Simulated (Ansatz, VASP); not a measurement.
Mg3NbO2 in VASP and in Ansatz

Contents of INCAR:

```
  PREC = Accurate
  ENCUT = 520
  EDIFF = 1E-6
  ISMEAR = 0
  SIGMA = 0.1
  LREAL = F
  LASPH = T
  NELM = 150
  ALGO = Normal
  ISIF = 2
  LWAVE = F
  LCHARG = T
  ISPIN = 2
  MAGMOM = 0.01 0.01 0.01 2.76 0.13 0.13
  LORBIT = 11
  LMAXMIX = 4
  GGA = PE
  LELF = T
  LVHAR = T
  NBANDS = 28
```

Contents of KPOINTS:

```
regular mesh
0
Gamma
  6 6 4
```

POSCAR

```
Mg3NbO2
1.0
    5.1986493100      0.0000000000      0.0000000000
   -2.5993246600      4.5021623700      0.0000000000
    0.0000000000      0.0000000000      4.1142536800
Mg Nb O
3 1 2
Direct
    0.5000000000      0.0000000000      0.5000000000
    0.0000000000      0.5000000000      0.5000000000
    0.5000000000      0.5000000000      0.5000000000
    0.0000000000      0.0000000000      0.5000000000
    0.3333333300      0.6666666700      0.5000000000
    0.6666666700      0.3333333300      0.5000000000
```

Input for Ansatz:

```yaml
crystal:
  lattice:
    - [5.19864931, 0.0, 0.0]
    - [-2.59932466, 4.50216237, 0.0]
    - [0.0, 0.0, 4.11425368]
  atoms:
    - { symbol: Mg, position: [0.5, 0.0, 0.5] }
    - { symbol: Mg, position: [0.0, 0.5, 0.5] }
    - { symbol: Mg, position: [0.5, 0.5, 0.5] }
    - { symbol: Nb, position: [0.0, 0.0, 0.5] }
    - { symbol: O, position: [0.33333333, 0.66666667, 0.5] }
    - { symbol: O, position: [0.66666667, 0.33333333, 0.5] }
basis:
  ecutwfc: 420
kpoints:
  mp_grid: { grid: [6, 6, 4] }
hamiltonian:
  xc: pbe
scf:
  occupations: { method: gaussian, width: 0.1 }
  lower_state_search: "off"
output:
  forces: true
  stress: true
  eigenvalues: true
  populations: true
magnetization:
  spin_polarized: true
```

Alike in both runs: task single point; functional PBE; k mesh 6 × 6 × 4; occupations gaussian, width 0.1 eV; collinear spin.

|  | VASP | Ansatz |
| --- | --- | --- |
| version | VASP 6.6.1 | Ansatz 0.2.0 |
| potentials or method | VASP PAW PBE potentials, release 64 (Mg, Nb_sv, O), cutoff 520 eV | scalar-relativistic, plane waves, PAW |
| valence electrons in the cell | 31 | 55 |

|  | VASP | Ansatz | Ansatz less VASP |
| --- | --- | --- | --- |
| gap on the k mesh at the Fermi level (eV) | none | none | - |
| net moment per atom (μB) | 0.87 | 0.87 | 0.000 |
| size of the moment on the site where the two differ most (μB) | 2.92 | 2.51 | -0.414 |

Site moments also hang on the region over which each program counts them. A gap of «none» marks a metal or a gap that the smearing closes. VASP's potentials hold 31 valence electrons a cell and Ansatz's 55, so a difference there can come from the potentials and not from the codes. Ansatz's warnings: no starting moments.

The k mesh is coarse, so the values compare programs but aren't converged.
